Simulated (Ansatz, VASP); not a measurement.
NaCl in VASP and in Ansatz

Contents of POSCAR:

```
NaCl
1.0
    0.0000000000      2.8027319622      2.8027319622
    2.7166880909      0.0000000000      2.8027319622
    2.7166880909      2.8027319622      0.0000000000
Na Cl
1 1
Direct
    0.0000000000      0.0000000000      0.0000000000
    0.5000000000      0.5000000000      0.5000000000
```

Contents of INCAR.step1:

```
SYSTEM = NaCl
PREC = Accurate
ENCUT = 520
ISMEAR = 0
SIGMA = 0.01
LREAL = .False.
LASPH = .True.
NELM = 80
NBANDS = 14
GGA = PE
ALGO = Normal
EDIFF = 1E-4
LWAVE = .True.
LCHARG = .False.
```

File INCAR.step2:

```
SYSTEM = NaCl
PREC = Accurate
ENCUT = 520
EDIFF = 1E-6
ISMEAR = 0
SIGMA = 0.01
LREAL = .False.
LASPH = .True.
NELM = 80
ALGO = Normal
ISIF = 2
LWAVE = .False.
LCHARG = .False.
METAGGA = R2SCAN
LMIXTAU = .True.
NBANDS = 14
ISTART = 1
```

KPOINTS

```
regular mesh
0
Gamma
  8 8 8
  0 0 0
```

Input for Ansatz:

```yaml
crystal:
  lattice:
    - [0.0, 2.8027319622, 2.8027319622]
    - [2.7166880909, 0.0, 2.8027319622]
    - [2.7166880909, 2.8027319622, 0.0]
  atoms:
    - { symbol: Na, position: [0.0, 0.0, 0.0] }
    - { symbol: Cl, position: [0.5, 0.5, 0.5] }
kpoints:
  mp_grid: { grid: [8, 8, 8] }
  band_path:
    path:
      - [0.0, 0.0, 0.0]
      - [0.5, 0.0, 0.5]
      - [0.625, 0.25, 0.625]
      - [0.375, 0.375, 0.75]
      - [0.5, 0.5, 0.5]
      - [0.5, 0.25, 0.75]
    npoints: 1
hamiltonian:
  xc: r2scan
scf:
  occupations: { method: fixed }
  n_extra_bands: 4
output:
  forces: true
  stress: true
  eigenvalues: true
```

Change from the starting cell: uniaxial_x strain -3.1%.

Alike in both runs: task single point; functional r2SCAN; k mesh 8 × 8 × 8; no spin polarisation.

```csv
,VASP,Ansatz
version,VASP 6.6.1,Ansatz 0.2.0
potentials or method,"VASP PAW PBE potentials, release 64 (Na_pv, Cl)","plane waves, PAW"
plane-wave cutoff (eV),520,500
occupations,"gaussian, width 0.01 eV",fixed
valence electrons in the cell,14,16
```

```csv
,VASP,Ansatz,Ansatz less VASP
gap on the k mesh at the Fermi level (eV),6.13,6.10,-0.023
pressure (GPa),0.8,1.0,+0.21
"traceless stress, the component that is largest in VASP (GPa)",1.15,1.24,+0.096
```

VASP's potentials were made for PBE, not for r2SCAN. VASP's potentials hold 14 valence electrons a cell and Ansatz's 16, so a difference there can come from the potentials and not from the codes.
